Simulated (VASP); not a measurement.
# CuTeI5 (P1) in VASP: single point with PBEsol

Aim: the single point of CuTeI5 with PBEsol.

Program: VASP 6.6.1. These are calculated values, not measurements. Logs are shortened: lines on timing, memory, paths and dates and some standing lists are left out, and cuts for length are marked.

**1. The cell of the first run**

The typed cell holds 7 atoms: a = 6.163 Å, b = 5.836 Å, c = 7.615 Å, α = 83.63°, β = 95.65°, γ = 98.15°.

**2. Single point, PBEsol**

INCAR

```
PREC = Accurate
ENCUT = 600
EDIFF = 1E-6
ISMEAR = -1
SIGMA = 0.05
LREAL = F
LASPH = T
NELM = 120
ALGO = Normal
ISIF = 2
LWAVE = F
LCHARG = F
GGA = PS
NBANDS = 35
GGA_COMPAT = F
```

KPOINTS

```
Automatic mesh
0
Gamma
  4 4 2
```

POSCAR

```
CuTeI5
1.0
    6.1420498331     -0.4246163646     -0.2750812105
   -0.4147536606      5.8131484136      0.3037826075
   -0.3835333751      0.4238931187      7.5938607639
Cu Te I
1 1 5
Direct
    0.2570788292      0.3214959810     -0.0782155380
    0.2001034353      0.2728930562      0.5865499078
   -0.1869628059      0.2812297841      0.3048292309
    0.1027414793      0.7830494865      0.6462152077
    0.3968751845     -0.3447980254      0.1107140109
    0.6248129291      0.2759263222      0.8029073654
    0.0965200029     -0.0142407663      0.1402742560
```

Potentials or basis: VASP PAW PBE potentials, release 64 (Cu, Te, I).

On the command line:

```sh
cat potpaw_PBE.64/Cu/POTCAR potpaw_PBE.64/Te/POTCAR potpaw_PBE.64/I/POTCAR > POTCAR
mpirun -np 1 vasp_std > vasp.out
```

OUTCAR:

```text
PREC = Accurate
   ENCUT = 600
   EDIFF = 1E-6
   ISMEAR = -1
   LREAL = F
   LASPH = T
   NELM = 120
   ISIF = 2
   GGA = PS

 ion  position               nearest neighbor table
   1  0.257  0.321  0.922-   5 2.55   7 2.58   6 2.58   2 2.58
   2  0.200  0.273  0.587-   1 2.58   4 2.83   6 2.95   3 3.05   4 3.21
   3  0.813  0.281  0.305-   2 3.05   7 3.06
   4  0.103  0.783  0.646-   2 2.83   2 3.21
   5  0.397  0.655  0.111-   1 2.55   7 2.90
   6  0.625  0.276  0.803-   1 2.58   2 2.95
   7  0.097  0.986  0.140-   1 2.58   5 2.90   3 3.06

  LATTYP: Found a triclinic cell.
 ALAT       =     6.1628520087
 B/A-ratio  =     1.5110906963
 C/A-ratio  =     0.9469377911
 COS(alpha) =     0.0031142883
 COS(beta)  =     0.1417851632
 COS(gamma) =     0.5811949376

  Lattice vectors:

 A1 = (   6.1420498331,  -0.4246163646,  -0.2750812105)
 A2 = (   5.7585164580,  -0.0007232459,   7.3187795534)
 A3 = (   0.4147536606,  -5.8131484136,  -0.3037826075)

Analysis of symmetry for initial positions (statically):
=====================================================================
 Subroutine PRICEL returns:
 Original cell was already a primitive cell.

 Routine SETGRP: Setting up the symmetry group for a
 triclinic supercell.

 Subroutine GETGRP returns: Found  1 space group operations
 (whereof  1 operations were pure point group operations)
 out of a pool of  2 trial point group operations.

The static configuration has the point symmetry C_1 .

Analysis of symmetry for dynamics (positions and initial velocities):
=====================================================================
 Subroutine PRICEL returns:
 Original cell was already a primitive cell.

 Routine SETGRP: Setting up the symmetry group for a
 triclinic supercell.

 Subroutine GETGRP returns: Found  1 space group operations
 (whereof  1 operations were pure point group operations)
 out of a pool of  2 trial point group operations.

The dynamic configuration has the point symmetry C_1 .

 Subroutine INISYM returns: Found  1 space group operations
 (whereof  1 operations are pure point group operations),
 and found     1 'primitive' translations

----------------------------------------------------------------------------------------

                                     Primitive cell

  volume of cell :     268.4924

  direct lattice vectors                    reciprocal lattice vectors
     6.142049833 -0.424616365 -0.275081211     0.163935641  0.011296674  0.007649101
    -0.414753661  5.813148414  0.303782608     0.011575273  0.173324735 -0.009090456
    -0.383533375  0.423893119  7.593860764     0.005475377 -0.006524420  0.132326056

  length of vectors
     6.162852009  5.835837468  7.615346645     0.164502334  0.173948519  0.132599898

  position of ions in fractional coordinates (direct lattice)
     0.257078829  0.321495981  0.921784462
     0.200103435  0.272893056  0.586549908
     0.813037194  0.281229784  0.304829231
     0.102741479  0.783049486  0.646215208
     0.396875184  0.655201975  0.110714011
     0.624812929  0.275926322  0.802907365
     0.096520003  0.985759234  0.140274256

  ion indices of the primitive-cell ions
   primitive index   ion index
                 1           1
                 2           2
                 3           3
                 4           4
                 5           5
                 6           6
                 7           7

----------------------------------------------------------------------------------------

 KPOINTS: Automatic mesh

Automatic generation of k-mesh.
 Grid dimensions read from file:
 generate k-points for:    4    4    2

 Generating k-lattice:

  Cartesian coordinates                     Fractional coordinates (reciprocal lattice)
     0.040983910  0.002824169  0.001912275     0.250000000 -0.000000000  0.000000000
     0.002893818  0.043331184 -0.002272614    -0.000000000  0.250000000  0.000000000
     0.002737688 -0.003262210  0.066163028     0.000000000  0.000000000  0.500000000

  Length of vectors
     0.041125584  0.043487130  0.066299949

  Shift w.r.t. Gamma in fractional coordinates (k-lattice)
     0.000000000  0.000000000  0.000000000

 Subroutine IBZKPT returns following result:
 ===========================================

 Found     20 irreducible k-points:

 Following reciprocal coordinates:
            Coordinates               Weight
  0.000000  0.000000  0.000000      1.000000
  0.250000 -0.000000 -0.000000      2.000000
  0.500000 -0.000000 -0.000000      1.000000
 -0.000000  0.250000  0.000000      2.000000
  0.250000  0.250000  0.000000      2.000000
  0.500000  0.250000 -0.000000      2.000000
[... 12 lines left out ...]
  0.250000  0.500000  0.500000      2.000000
  0.500000  0.500000  0.500000      1.000000
   k-points           NKPTS =     20   k-points in BZ     NKDIM =     20   number of bands    NBANDS=     35
   number of dos      NEDOS =    301   number of ions     NIONS =      7
   total plane-waves  NPLWV = 153600
   dimension x,y,z NGX =    50 NGY =   48 NGZ =   64
   dimension x,y,z NGXF=   100 NGYF=   96 NGZF=  128
   ions per type =               1   1   5
   NGX,Y,Z   is equivalent  to a cutoff of  13.49, 13.67, 13.97 a.u.
   NGXF,Y,Z  is equivalent  to a cutoff of  26.98, 27.35, 27.94 a.u.
 SYSTEM =  unknown system
   PREC   = accura    normal or accurate (medium, high low for compatibility)
   ISTART =      0    job   : 0-new  1-cont  2-samecut
   ICHARG =      2    charge: 1-file 2-atom 10-const
   ISPIN  =      1    spin polarized calculation?
   LNONCOLLINEAR =      F non collinear calculations
   LSORBIT =      F    spin-orbit coupling
   LASPH  =      T    aspherical Exc in radial PAW
   ENCUT  =  600.0 eV  44.10 Ry    6.64 a.u.  12.31 11.66 15.21*2*pi/ulx,y,z
   NELM   =    120;   NELMIN=  2; NELMDL= -5     # of ELM steps
   EDIFF  = 0.1E-05   stopping-criterion for ELM
   LREAL  =      F    real-space projection
   EDIFFG = 0.1E-04   stopping-criterion for IOM
   NSW    =      0    number of steps for IOM
   IBRION =     -1    ionic relax: 0-MD 1-quasi-New 2-CG
   NFREE  =      0    steps in history (QN), initial steepest desc. (CG)
   ISIF   =      2    stress and relaxation
   ISYM   =      2    0-nonsym 1-usesym 2-fastsym
   POTIM  = 0.5000    time-step for ionic-motion
   TEBEG  =    0.0;   TEEND  =   0.0 temperature during run
   PSTRESS=    0.0 pullay stress
   NELECT =      52.0000    total number of electrons
   NUPDOWN=      -1.0000    fix difference up-down
   EMIN   =  10.00;   EMAX   =-10.00  energy-range for DOS
   EFERMI =   0.00;   METHOD = LEGACY
   ISMEAR =    -1;   SIGMA  =   0.05  broadening in eV -4-tet -1-fermi 0-gaus
   EFERMI_NEDOS =   21; number of points for ismear=-14 and -15
   IALGO  =     38    algorithm
   IMIX   =      4    mixing-type and parameters
     AMIX     =   0.40;   BMIX     =  1.00
     AMIX_MAG =   1.60;   BMIX_MAG =  1.00
  volume/ion in A,a.u.               =      38.36       258.84
  Fermi-wavevector in a.u.,A,eV,Ry     =   0.947179  1.789908 12.206435  0.897148
  Thomas-Fermi vector in A             =   2.075247
   LORBIT       =      0    0 simple, 1 ext, 2 COOP (PROOUT), +10 PAW based schemes
   GGA     = PS    functional components
   LHFCALC =     F    Hartree Fock is set to
   AEXX    =    0.0000 exact exchange contribution
   IVDW    =     0    specifies the selected vdW correction
   LEPSILON=     F    determine dielectric tensor
   LRPA    =     F    only Hartree local field effects (RPA)
 non-spin polarized calculation
  energy-cutoff  :      600.00
  volume of cell :      268.49
 maximum number of plane-waves:      8986
 NGX is ok and might be reduce to    50
   NGX = 25   NGY = 23   NGZ = 31

 number of electron      51.9999996 magnetization

 Free energy of the ion-electron system (eV)
  ---------------------------------------------------
  ext. energy  EPLUGINS =         0.00000000
  ---------------------------------------------------
  free energy    TOTEN  =       -16.64447092 eV

  energy without entropy =      -16.64255049  energy(sigma->0) =      -16.64351071

 E-fermi :   3.1679     XC(G=0):  -8.2805

 val. band max:        2.9730733626   @ k =   0.5000   0.0000   0.5000
 cond. band min:       3.3817758591   @ k =   0.2500   0.5000   0.5000
 fundamental gap:      0.4087024965
 Fermi energy:         3.1678894251

 k-point     1 :       0.0000    0.0000    0.0000
  band No.  band energies     occupation
      1     -10.7677      2.00000
      2     -10.0530      2.00000
      3      -9.2387      2.00000
      4      -9.1520      2.00000
      5      -8.7507      2.00000
      6      -7.0905      2.00000
[... 27 lines left out ...]
     34       9.0104      0.00000
     35       9.2159      0.00000

 k-point     2 :       0.2500   -0.0000   -0.0000
  band No.  band energies     occupation
      1     -10.7002      2.00000
      2     -10.0235      2.00000
      3      -9.4531      2.00000
      4      -9.1357      2.00000
      5      -8.6700      2.00000
      6      -7.0890      2.00000
[... 27 lines left out ...]
     34       8.8558      0.00000
     35       9.3786      0.00000

 k-point     3 :       0.5000   -0.0000   -0.0000
  band No.  band energies     occupation
      1     -10.6188      2.00000
      2      -9.9867      2.00000
      3      -9.6285      2.00000
      4      -9.1606      2.00000
      5      -8.6071      2.00000
      6      -7.0884      2.00000
[... 27 lines left out ...]
     34       8.9269      0.00000
     35       9.0983      0.00000
[... 571 lines left out ...]
 k-point    19 :       0.2500    0.5000    0.5000
  band No.  band energies     occupation
      1     -10.3951      2.00000
      2      -9.8721      2.00000
      3      -9.5124      2.00000
      4      -9.3195      2.00000
      5      -8.8044      2.00000
      6      -7.7647      2.00000
[... 27 lines left out ...]
     34       9.1715      0.00000
     35       9.3888      0.00000

 k-point    20 :       0.5000    0.5000    0.5000
  band No.  band energies     occupation
      1     -10.3902      2.00000
      2      -9.8441      2.00000
      3      -9.4136      2.00000
      4      -9.2756      2.00000
      5      -8.9352      2.00000
      6      -7.8945      2.00000
[... 27 lines left out ...]
     34       9.0293      0.00000
     35       9.5030      0.00000

------------------------ aborting loop because EDIFF is reached ----------------------------------------

  FORCE on cell =-STRESS in cart. coord.  units (eV):
  Direction    XX          YY          ZZ          XY          YZ          ZX
  --------------------------------------------------------------------------------------
  -------------------------------------------------------------------------------------
  Total        0.0134678      0.0178686      0.0741800      0.0335823     -0.0101351      0.0178722
  in kB        0.0803662      0.1066272      0.4426548      0.2003960     -0.0604794      0.1066489
  external PRESSURE =       0.2098828 kB  Pullay stress =       0.0000000 kB

 VOLUME and BASIS-vectors are now :
 -----------------------------------------------------------------------------
  energy-cutoff  :      600.00
  volume of cell :      268.49
      direct lattice vectors                 reciprocal lattice vectors
     6.142049833 -0.424616365 -0.275081211     0.163935641  0.011296674  0.007649101
    -0.414753661  5.813148414  0.303782608     0.011575273  0.173324735 -0.009090456
    -0.383533375  0.423893119  7.593860764     0.005475377 -0.006524420  0.132326056

 POSITION                                       TOTAL-FORCE (eV/Angst)
 -----------------------------------------------------------------------------------
      1.09211      2.15048      7.02685        -0.010250      0.002364      0.003927
      0.89090      1.75004      4.48203        -0.002141      0.002317     -0.029626
      4.76016      1.41882      2.17661         0.009083     -0.003214     -0.002083
      0.05843      4.78228      5.11688        -0.004879     -0.000208     -0.000217
      2.12342      3.68720      0.93061        -0.000712      0.019770      0.015044
      3.41525      1.67904      6.00911         0.013237     -0.001914     -0.000659
      0.13018      5.74884      1.33813        -0.004339     -0.019115      0.013614
 -----------------------------------------------------------------------------------
    total drift:                                0.000394     -0.000488     -0.000470

  FREE ENERGIE OF THE ION-ELECTRON SYSTEM (eV)
  ---------------------------------------------------
  free  energy   TOTEN  =       -16.6444709238 eV

  energy  without entropy=      -16.6425504912  energy(sigma->0) =      -16.64351071
```

Run time: 14 min. Hardware: 1 thread of Intel Xeon 8259CL, shared host; peak memory 0.53 GiB.

What came out:

| Item | Value |
| --- | --- |
| Free energy | -16.6445 eV |
| Pressure | 0.0 GPa |
| Largest force | 0.030 eV/Å |
| Band gap on the k mesh | 0.41 eV (least direct gap 0.47 eV) |

Forces in eV/Å, atoms in the order of the input:
```
Cu  -0.010  0.002  0.004
Te  -0.002  0.002 -0.030
I    0.009 -0.003 -0.002
I   -0.005  0.000  0.000
I   -0.001  0.020  0.015
I    0.013 -0.002 -0.001
I   -0.004 -0.019  0.014
```

Levels at points of the mesh, in eV from the valence-band top:
```csv
k point,band 22,band 23,band 24,band 25,band 26,band 27,band 28,band 29,band 30,band 31
"(0.00, 0.00, 0.00)",-1.22,-1.04,-0.80,-0.60,-0.46,1.25,2.02,2.39,3.52,4.96
"(0.50, 0.00, 0.00)",-1.07,-1.02,-0.89,-0.63,-0.17,0.85,1.50,2.52,3.77,4.76
"(0.00, 0.50, 0.00)",-1.13,-0.86,-0.71,-0.56,-0.22,0.58,0.77,1.79,4.01,5.29
"(0.50, 0.50, 0.00)",-0.93,-0.72,-0.65,-0.47,-0.02,0.49,1.20,1.43,4.02,4.97
"(0.00, 0.00, 0.50)",-1.30,-1.15,-0.98,-0.67,-0.32,1.20,1.54,2.30,3.74,4.89
"(0.50, 0.00, 0.50)",-1.23,-1.14,-0.86,-0.81,0.00,0.89,1.78,2.45,3.82,4.71
"(0.00, 0.50, 0.50)",-1.16,-0.87,-0.76,-0.58,-0.32,0.43,0.78,1.33,3.76,5.11
"(0.50, 0.50, 0.50)",-1.12,-0.87,-0.58,-0.51,-0.06,0.42,1.09,1.86,3.86,5.07
```

Caveat: the PAW data sets were made with another functional, which shifts forces and pressure a little; spin-orbit coupling is left out, which moves the levels of the heavy elements. A k mesh can miss the band edges.
